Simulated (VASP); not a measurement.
# GaPt2F: single point with PBE

The system is GaPt2F.

```
CELL_PARAMETERS angstrom
2.84205 0.00000 0.00000
-1.42102 2.46129 0.00000
0.00000 0.00000 8.87618
ATOMIC_POSITIONS crystal
Ga 0.00000 0.00000 0.00000
Pt 0.00000 0.00000 0.26213
Pt 0.00000 0.00000 0.73787
F 0.00000 0.00000 0.50000
```

The cell was built from a structure type or drawn by symmetry, and may not be a known phase.

```json
{"Program": "VASP 6.6.1", "Task": "single point", "Functional": "PBE", "Potentials or basis": "VASP PAW PBE potentials, release 64 (Ga_d, Pt, F)", "Cutoff": "520 eV", "k mesh": "6 × 6 × 2", "Occupations": "gaussian, width 0.1 eV", "Spin": "collinear spin", "Starting moments": "[0.0, 1.0, 1.0, 0.0] μB", "Dipole correction": "no", "Further INCAR settings": "ALGO = Normal; EDIFF = 1e-07; NBANDS = 32"}
```

- Pressure: 0.1 GPa
- Largest force: 0.084 eV/Å
- Band gap on the k mesh: zero (filled and empty bands overlap)
- Net moment: 0.00 μB per cell
- Valence electrons inside the program's atomic spheres: Ga 11.77; Pt 9.11; F 6.06

Forces on the atoms (eV/Å):
```
Ga   0.000  0.000  0.000
Pt   0.000  0.000 -0.084
Pt   0.000  0.000  0.084
F    0.000  0.000  0.000
```

Stress tensor (GPa, compression positive):
```
-0.07  0.00  0.00
 0.00 -0.07  0.00
 0.00  0.00  0.58
```

Levels at points of the mesh, in eV from the Fermi level:
Spin up:
| k point | band 18 | band 19 | band 20 | band 21 | band 22 | band 23 | band 24 | band 25 |
| --- | --- | --- | --- | --- | --- | --- | --- | --- |
| (0.00, 0.00, 0.00) | -0.89 | -0.89 | -0.32 | -0.32 | 0.31 | 5.64 | 6.27 | 12.92 |
| (0.50, 0.00, 0.00) | -0.48 | 0.46 | 0.46 | 0.85 | 1.98 | 3.83 | 3.96 | 6.93 |
| (0.00, 0.00, 0.50) | -0.98 | -0.98 | -0.25 | -0.25 | 2.71 | 2.73 | 8.05 | 11.56 |
| (0.50, 0.00, 0.50) | -0.65 | 0.46 | 0.46 | 1.87 | 2.57 | 3.67 | 3.76 | 7.90 |
Spin down:
```tsv
k point	band 18	band 19	band 20	band 21	band 22	band 23	band 24	band 25
(0.00, 0.00, 0.00)	-0.89	-0.89	-0.32	-0.32	0.31	5.64	6.27	12.92
(0.50, 0.00, 0.00)	-0.48	0.46	0.46	0.85	1.98	3.83	3.96	6.93
(0.00, 0.00, 0.50)	-0.98	-0.98	-0.25	-0.25	2.71	2.73	8.05	11.56
(0.50, 0.00, 0.50)	-0.65	0.46	0.46	1.87	2.57	3.67	3.76	7.90
```

It took 110 s on 1 thread of Intel Xeon 8259CL, on a shared host, peak memory 0.25 GiB.

Caveat: the k points lie up to 0.43 Å⁻¹ apart, too coarse for converged energies and pressures of a metal; spin-orbit coupling is left out, which moves the levels of the heavy elements.
